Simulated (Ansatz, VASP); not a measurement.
**Mo2H3: VASP beside Ansatz**

File INCAR:

```
ALGO     = Normal         # electronic algorithm
EDIFF    = 1E-6           # SCF threshold, eV
ENCUT    = 520            # plane-wave cutoff, eV
GGA      = PE             # functional
ISIF     = 2              # what is computed and relaxed
ISMEAR   = 0              # smearing method
LASPH    = True           # aspherical terms in the spheres
LCHARG   = True           # write CHGCAR
LELF     = True           # ELF
LREAL    = False          # projectors in reciprocal space
LVHAR    = True         
LWAVE    = False          # write WAVECAR
NBANDS   = 24             # bands
NELM     = 100            # most SCF steps
PREC     = Accurate       # precision mode
SIGMA    = 0.1            # smearing width, eV
```

The input KPOINTS:

```
k-points
0
Gamma
  12 12 8
```

The input POSCAR:

```
Mo2H3
1.0
    3.0251007939      0.0000000000      0.0000000000
   -1.5125503969      2.6198141365      0.0000000000
    0.0000000000      0.0000000000      4.9169986111
H Mo
3 2
Direct
    0.6666666667      0.3333333333      0.3811422087
    0.3333333333      0.6666666667      0.6188577913
    0.0000000000      0.0000000000      0.0000000000
    0.6666666667      0.3333333333      0.7747056216
    0.3333333333      0.6666666667      0.2252943784
```

Input for Ansatz:

```yaml
crystal:
  lattice:
    - [3.0251007939, 0.0, 0.0]
    - [-1.5125503969, 2.6198141365, 0.0]
    - [0.0, 0.0, 4.9169986111]
  atoms:
    - { symbol: H, position: [0.6666666667, 0.3333333333, 0.3811422087] }
    - { symbol: H, position: [0.3333333333, 0.6666666667, 0.6188577913] }
    - { symbol: H, position: [0.0, 0.0, 0.0] }
    - { symbol: Mo, position: [0.6666666667, 0.3333333333, 0.7747056216] }
    - { symbol: Mo, position: [0.3333333333, 0.6666666667, 0.2252943784] }
basis:
  ecutwfc: 420
kpoints:
  mp_grid: { grid: [12, 12, 8] }
  band_path:
    path:
      - [[0.0, 0.0, 0.0], [0.5, 0.0, 0.0], [0.33333333, 0.33333333, 0.0], [0.0, 0.0, 0.0], [0.0, 0.0, 0.5], [0.5, 0.0, 0.5], [0.33333333, 0.33333333, 0.5], [0.0, 0.0, 0.5]]
      - [[0.5, 0.0, 0.5], [0.5, 0.0, 0.0]]
      - [[0.33333333, 0.33333333, 0.5], [0.33333333, 0.33333333, 0.0]]
    npoints: 14
hamiltonian:
  xc: pbe
scf:
  occupations: { method: gaussian, width: 0.1 }
  n_extra_bands: 12
output:
  forces: true
  stress: true
  eigenvalues: true
  populations: true
  dos: { projected: true, de: 0.02, nscf_kmesh: { grid: [15, 15, 10] } }
  bader: true
  write_density: true
  write_potential: true
  elf: true
  volumetric_format: npy
```

Alike in both runs: task single point; functional PBE; k mesh 12 × 12 × 8; occupations gaussian, width 0.1 eV; no spin polarisation.

|  | VASP | Ansatz |
| --- | --- | --- |
| version | VASP 6.6.1 | Ansatz 0.2.0 |
| potentials or method | VASP PAW PBE potentials, release 64 (H, Mo_sv), cutoff 520 eV | scalar-relativistic, plane waves, PAW |
| valence electrons in the cell | 31 | 31 |

```csv
,VASP,Ansatz,Ansatz less VASP
gap on the k mesh at the Fermi level (eV),none,none,-
pressure (GPa),0.3,0.0,-0.25
```

A gap of «none» marks a metal or a gap that the smearing closes.
